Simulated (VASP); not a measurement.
# HfB2 (P6/mmm) in VASP: notebook

The runs below take HfB2 through single point, with PBE.

Everything below comes from runs of VASP 6.6.1. Logs are shortened: lines on timing, memory, paths and dates and some standing lists are left out, and cuts for length are marked.

**1. The cell of the first run**

Symmetry: P6/mmm, No. 191, hexagonal system. Conventional cell: a = 3.181 Å, b = 3.181 Å, c = 3.526 Å, α = 90.00°, β = 90.00°, γ = 120.00°. Hf (site symmetry 6/mmm) has 12 B at 2.55 Å and 6 Hf at 3.18 Å within 3.4 Å. Within 2.4 Å of B (site symmetry -6m2) lie 3 B at 1.84 Å.

**2. Single point, PBE**

Input file INCAR:

```
  ALGO = Normal
  EDIFF = 1E-6
  ENCUT = 520
  GGA = PE
  ISIF = 2
  ISMEAR = -1
  LASPH = T
  LCHARG = F
  LREAL = F
  LWAVE = F
  NBANDS = 15
  NELM = 80
  PREC = Accurate
  SIGMA = 0.05
```

Input file KPOINTS:

```
k-points
0
Gamma
  11 11 8
```

Input file POSCAR:

```
HfB2
1.0
    3.1813205280      0.0000000000      0.0000000000
   -1.5906602640      2.7551046300      0.0000000000
    0.0000000000      0.0000000000      3.5257947253
Hf B
1 2
Direct
    0.0000000000      0.0000000000      0.0000000000
    0.3333333333      0.6666666667      0.5000000000
    0.6666666667      0.3333333333      0.5000000000
```

Potentials or basis: VASP PAW PBE potentials, release 64 (Hf_pv, B).

Started as:

```sh
cat potpaw_PBE.64/Hf_pv/POTCAR potpaw_PBE.64/B/POTCAR > POTCAR
mpirun -np 1 vasp_std > vasp.out
```

OUTCAR:

```text
EDIFF = 1E-6
   ENCUT = 520
   GGA = PE
   ISIF = 2
   ISMEAR = -1
   LASPH = T
   LREAL = F
   NELM = 80
   PREC = Accurate

 ion  position               nearest neighbor table
   1  0.000  0.000  0.000-   2 2.55   3 2.55   2 2.55   3 2.55   3 2.55   3 2.55   2 2.55   2 2.55
                             3 2.55   3 2.55   2 2.55   2 2.55
   2  0.333  0.667  0.500-   3 1.84   3 1.84   3 1.84   1 2.55   1 2.55   1 2.55   1 2.55   1 2.55
                             1 2.55
   3  0.667  0.333  0.500-   2 1.84   2 1.84   2 1.84   1 2.55   1 2.55   1 2.55   1 2.55   1 2.55
                             1 2.55

  LATTYP: Found a hexagonal cell.
 ALAT       =     3.1813205280
 C/A-ratio  =     1.1082802548

  Lattice vectors:

 A1 = (   3.1813205280,   0.0000000000,   0.0000000000)
 A2 = (  -1.5906602640,   2.7551046300,   0.0000000000)
 A3 = (   0.0000000000,   0.0000000000,   3.5257947253)

Analysis of symmetry for initial positions (statically):
=====================================================================
 Subroutine PRICEL returns:
 Original cell was already a primitive cell.

 Routine SETGRP: Setting up the symmetry group for a
 hexagonal supercell.

 Subroutine GETGRP returns: Found 24 space group operations
 (whereof 24 operations were pure point group operations)
 out of a pool of 24 trial point group operations.

The static configuration has the point symmetry D_6h.

Analysis of symmetry for dynamics (positions and initial velocities):
=====================================================================
 Subroutine PRICEL returns:
 Original cell was already a primitive cell.

 Routine SETGRP: Setting up the symmetry group for a
 hexagonal supercell.

 Subroutine GETGRP returns: Found 24 space group operations
 (whereof 24 operations were pure point group operations)
 out of a pool of 24 trial point group operations.

The dynamic configuration has the point symmetry D_6h.

 Subroutine INISYM returns: Found 24 space group operations
 (whereof 24 operations are pure point group operations),
 and found     1 'primitive' translations

----------------------------------------------------------------------------------------

                                     Primitive cell

  volume of cell :      30.9031

  direct lattice vectors                    reciprocal lattice vectors
     3.181320528  0.000000000  0.000000000     0.314334878  0.181481311  0.000000000
    -1.590660264  2.755104630  0.000000000     0.000000000  0.362962622  0.000000000
     0.000000000  0.000000000  3.525794725     0.000000000  0.000000000  0.283623999

  length of vectors
     3.181320528  3.181320732  3.525794725     0.362962645  0.362962622  0.283623999

  position of ions in fractional coordinates (direct lattice)
     0.000000000  0.000000000  0.000000000
     0.333333333  0.666666667  0.500000000
     0.666666667  0.333333333  0.500000000

  ion indices of the primitive-cell ions
   primitive index   ion index
                 1           1
                 2           2
                 3           3

----------------------------------------------------------------------------------------

 KPOINTS: k-points

Automatic generation of k-mesh.
 Grid dimensions read from file:
 generate k-points for:   11   11    8

 Generating k-lattice:

  Cartesian coordinates                     Fractional coordinates (reciprocal lattice)
     0.028575898  0.016498301  0.000000000     0.090909091  0.000000000  0.000000000
     0.000000000  0.032996602  0.000000000     0.000000000  0.090909091  0.000000000
     0.000000000  0.000000000  0.035453000     0.000000000  0.000000000  0.125000000

  Length of vectors
     0.032996604  0.032996602  0.035453000

  Shift w.r.t. Gamma in fractional coordinates (k-lattice)
     0.000000000  0.000000000  0.000000000

 Subroutine IBZKPT returns following result:
 ===========================================

 Found     80 irreducible k-points:

 Following reciprocal coordinates:
            Coordinates               Weight
  0.000000  0.000000  0.000000      1.000000
  0.090909  0.000000  0.000000      6.000000
  0.181818  0.000000  0.000000      6.000000
  0.272727  0.000000  0.000000      6.000000
  0.363636  0.000000  0.000000      6.000000
  0.454545  0.000000  0.000000      6.000000
[... 16 lines left out ...]
  0.090909  0.090909  0.125000     12.000000
  0.181818  0.090909  0.125000     24.000000
 [... further k-points ...]
   k-points           NKPTS =     80   k-points in BZ     NKDIM =     80   number of bands    NBANDS=     15
   number of dos      NEDOS =    301   number of ions     NIONS =      3
   total plane-waves  NPLWV =  16128
   dimension x,y,z NGX =    24 NGY =   24 NGZ =   28
   dimension x,y,z NGXF=    48 NGYF=   48 NGZF=   56
   ions per type =               1   2
   NGX,Y,Z   is equivalent  to a cutoff of  12.54, 12.54, 13.20 a.u.
   NGXF,Y,Z  is equivalent  to a cutoff of  25.08, 25.08, 26.40 a.u.
 SYSTEM =  unknown system
   PREC   = accura    normal or accurate (medium, high low for compatibility)
   ISTART =      0    job   : 0-new  1-cont  2-samecut
   ICHARG =      2    charge: 1-file 2-atom 10-const
   ISPIN  =      1    spin polarized calculation?
   LNONCOLLINEAR =      F non collinear calculations
   LSORBIT =      F    spin-orbit coupling
   LASPH  =      T    aspherical Exc in radial PAW
   ENCUT  =  520.0 eV  38.22 Ry    6.18 a.u.   5.92  5.92  6.56*2*pi/ulx,y,z
   NELM   =     80;   NELMIN=  2; NELMDL= -5     # of ELM steps
   EDIFF  = 0.1E-05   stopping-criterion for ELM
   LREAL  =      F    real-space projection
   EDIFFG = 0.1E-04   stopping-criterion for IOM
   NSW    =      0    number of steps for IOM
   IBRION =     -1    ionic relax: 0-MD 1-quasi-New 2-CG
   NFREE  =      0    steps in history (QN), initial steepest desc. (CG)
   ISIF   =      2    stress and relaxation
   ISYM   =      2    0-nonsym 1-usesym 2-fastsym
   POTIM  = 0.5000    time-step for ionic-motion
   TEBEG  =    0.0;   TEEND  =   0.0 temperature during run
   PSTRESS=    0.0 pullay stress
   NELECT =      16.0000    total number of electrons
   NUPDOWN=      -1.0000    fix difference up-down
   EMIN   =  10.00;   EMAX   =-10.00  energy-range for DOS
   EFERMI =   0.00;   METHOD = LEGACY
   ISMEAR =    -1;   SIGMA  =   0.05  broadening in eV -4-tet -1-fermi 0-gaus
   EFERMI_NEDOS =   21; number of points for ismear=-14 and -15
   IALGO  =     38    algorithm
   IMIX   =      4    mixing-type and parameters
     AMIX     =   0.40;   BMIX     =  1.00
     AMIX_MAG =   1.60;   BMIX_MAG =  1.00
  volume/ion in A,a.u.               =      10.30        69.51
  Fermi-wavevector in a.u.,A,eV,Ry     =   1.314561  2.484160 23.511817  1.728070
  Thomas-Fermi vector in A             =   2.444805
   LORBIT       =      0    0 simple, 1 ext, 2 COOP (PROOUT), +10 PAW based schemes
   GGA     = PE    functional components
   LHFCALC =     F    Hartree Fock is set to
   AEXX    =    0.0000 exact exchange contribution
   IVDW    =     0    specifies the selected vdW correction
   LEPSILON=     F    determine dielectric tensor
   LRPA    =     F    only Hartree local field effects (RPA)
 non-spin polarized calculation
  energy-cutoff  :      520.00
  volume of cell :       30.90
 maximum number of plane-waves:       848
 NGX is ok and might be reduce to    24
   NGX = 11   NGY = 11   NGZ = 13

 number of electron      16.0000000 magnetization

 Free energy of the ion-electron system (eV)
  ---------------------------------------------------
  ext. energy  EPLUGINS =         0.00000000
  ---------------------------------------------------
  free energy    TOTEN  =       -26.37658945 eV

  energy without entropy =      -26.37508266  energy(sigma->0) =      -26.37583606

 E-fermi :   7.2506     XC(G=0): -12.4138

 val. band max:        7.1453069122   @ k =   0.0909   0.0909   0.2500
 cond. band min:       7.3413138335   @ k =   0.2727   0.1818   0.0000
 fundamental gap:      0.1960069213
 Fermi energy:         7.2505966121

 k-point     1 :       0.0000    0.0000    0.0000
  band No.  band energies     occupation
      1     -23.3983      2.00000
      2     -22.9491      2.00000
      3     -22.9491      2.00000
      4      -6.1635      2.00000
      5       4.4561      2.00000
      6       4.5469      2.00000
      7       4.5469      2.00000
      8       4.5752      2.00000
      9      11.1939      0.00000
     10      11.1939      0.00000
     11      11.8148      0.00000
     12      11.8148      0.00000
     13      12.0654      0.00000
     14      12.1929      0.00000
     15      12.1929      0.00000

 k-point     2 :       0.0909    0.0000    0.0000
  band No.  band energies     occupation
      1     -23.3893      2.00000
      2     -23.0046      2.00000
      3     -22.9615      2.00000
      4      -5.9922      2.00000
      5       4.0451      2.00000
      6       4.4380      2.00000
      7       4.5299      2.00000
      8       4.6279      2.00000
      9      10.6508      0.00000
     10      11.0775      0.00000
     11      11.1345      0.00000
     12      11.3987      0.00000
     13      12.6705      0.00000
     14      12.9411      0.00000
     15      13.3786      0.00000

 k-point     3 :       0.1818    0.0000    0.0000
  band No.  band energies     occupation
      1     -23.3654      2.00000
      2     -23.1508      2.00000
      3     -22.9946      2.00000
      4      -5.4981      2.00000
      5       2.8897      2.00000
      6       4.1188      2.00000
      7       4.4506      2.00000
      8       5.0125      2.00000
      9       9.5594      0.00000
     10      10.7857      0.00000
     11      10.9038      0.00000
     12      11.4707      0.00000
     13      13.0361      0.00000
     14      14.1005      0.00000
     15      14.4247      0.00000
[... 343 lines left out ...]
 k-point    23 :       0.0909    0.0909    0.1250
  band No.  band energies     occupation
      1     -23.4067      2.00000
      2     -23.0987      2.00000
      3     -22.9849      2.00000
      4      -5.4500      2.00000
      5       3.1015      2.00000
      6       3.3840      2.00000
      7       4.3533      2.00000
      8       5.9672      2.00000
      9       8.8203      0.00000
     10      10.1938      0.00000
     11      11.4848      0.00000
     12      12.2793      0.00000
     13      13.3174      0.00000
     14      13.3708      0.00000
     15      13.9803      0.00000

 k-point    24 :       0.1818    0.0909    0.1250
  band No.  band energies     occupation
      1     -23.3779      2.00000
      2     -23.2550      2.00000
      3     -23.0312      2.00000
      4      -4.8471      2.00000
      5       2.1616      2.00000
      6       3.2111      2.00000
      7       3.9241      2.00000
      8       6.0710      2.00000
      9       8.1756      0.00000
     10      10.6584      0.00000
     11      11.4237      0.00000
     12      12.1136      0.00000
     13      13.3828      0.00000
     14      14.0561      0.00000
     15      15.4942      0.00000

 [... further k-points ...]
[... 5 lines left out ...]
  --------------------------------------------------------------------------------------
  -------------------------------------------------------------------------------------
  Total       -1.7097645     -1.7097648     -1.4398781      0.0000000      0.0000000      0.0000000
  in kB      -88.6429789    -88.6429941    -74.6506784      0.0000000      0.0000000      0.0000000
  external PRESSURE =     -83.9788838 kB  Pullay stress =       0.0000000 kB

 VOLUME and BASIS-vectors are now :
 -----------------------------------------------------------------------------
  energy-cutoff  :      520.00
  volume of cell :       30.90
      direct lattice vectors                 reciprocal lattice vectors
     3.181320528  0.000000000  0.000000000     0.314334878  0.181481311  0.000000000
    -1.590660264  2.755104630  0.000000000     0.000000000  0.362962622  0.000000000
     0.000000000  0.000000000  3.525794725     0.000000000  0.000000000  0.283623999

 POSITION                                       TOTAL-FORCE (eV/Angst)
 -----------------------------------------------------------------------------------
      0.00000      0.00000      0.00000        -0.000000      0.000000      0.000000
     -0.00000      1.83674      1.76290         0.000000      0.000000      0.000000
      1.59066      0.91837      1.76290        -0.000000      0.000000      0.000000
 -----------------------------------------------------------------------------------
    total drift:                               -0.000000      0.000000      0.000000

  FREE ENERGIE OF THE ION-ELECTRON SYSTEM (eV)
  ---------------------------------------------------
  free  energy   TOTEN  =       -26.3765894508 eV

  energy  without entropy=      -26.3750826625  energy(sigma->0) =      -26.37583606
```

It took 16 s on 1 thread of Intel Xeon 6975P-C (Granite Rapids), shared host; peak memory 0.17 GiB.

Results:

```
Free energy            : -26.3766 eV
Pressure               : -8.4 GPa
Band gap on the k mesh : zero (band 8 reaches 7.93 eV, above the bottom of band 9 at 6.88 eV)
```

Stress tensor (GPa, compression positive):
```
-8.86  0.00  0.00
 0.00 -8.86  0.00
 0.00  0.00 -7.47
```

Caveat: spin-orbit coupling is left out, which moves the levels of the heavy elements.

(Continued in part 2 of 2.)
